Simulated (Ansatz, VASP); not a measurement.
Two plane-wave programs on PbSe

INCAR

```
SYSTEM = PbSe
ALGO     = Normal         ! electronic algorithm
EDIFF    = 1E-6           ! SCF threshold, eV
ENCUT    = 520            ! plane-wave cutoff, eV
GGA      = PS             ! functional
ISIF     = 2              ! what is computed and relaxed
ISMEAR   = 0              ! smearing method
LASPH    = .TRUE.         ! aspherical terms in the spheres
LCHARG   = .TRUE.         ! write CHGCAR
LELF     = .TRUE.         ! ELF
LREAL    = .FALSE.        ! projectors in reciprocal space
LVHAR    = .TRUE.       
LWAVE    = .FALSE.        ! write WAVECAR
NBANDS   = 17             ! bands
NELM     = 100            ! most SCF steps
PREC     = Accurate       ! precision mode
SIGMA    = 0.01           ! smearing width, eV
```

The input KPOINTS:

```
k-points
0
G
  6 6 6
  0 0 0
```

POSCAR

```
PbSe
1.0
    0.0000000000      3.0887022180      3.0887022180
    3.0887022180      0.0000000000      3.0887022180
    3.0887022180      3.0887022180      0.0000000000
Pb Se
1 1
Direct
    0.0000000000      0.0000000000      0.0000000000
    0.5000000000      0.5000000000      0.5000000000
```

Input for Ansatz:

```yaml
crystal:
  lattice:
    - [0.0, 3.088702218, 3.088702218]
    - [3.088702218, 0.0, 3.088702218]
    - [3.088702218, 3.088702218, 0.0]
  atoms:
    - { symbol: Pb, position: [0.0, 0.0, 0.0] }
    - { symbol: Se, position: [0.5, 0.5, 0.5] }
kpoints:
  mp_grid: { grid: [6, 6, 6] }
hamiltonian:
  xc: pbesol
scf:
  occupations: { method: fixed }
  n_extra_bands: 4
output:
  forces: true
  stress: true
  eigenvalues: true
```

Alike in both runs: task single point; functional PBEsol; k mesh 6 × 6 × 6; no spin polarisation.

```csv
,VASP,Ansatz
version,VASP 6.6.1,Ansatz 0.2.0
potentials or method,"VASP PAW PBE potentials, release 64 (Pb_d, Se)","plane waves, PAW"
plane-wave cutoff (eV),520,420
occupations,"gaussian, width 0.01 eV",fixed
valence electrons in the cell,20,30
```

```tsv
	VASP	Ansatz	Ansatz less VASP
gap on the k mesh at the Fermi level (eV)	0.29	0.29	-0.003
pressure (GPa)	-1.9	-1.9	+0.01
```

VASP's potentials were made for PBE, not for PBEsol. VASP's potentials hold 20 valence electrons a cell and Ansatz's 30, so a difference there can come from the potentials and not from the codes.

Spin-orbit coupling is off throughout.
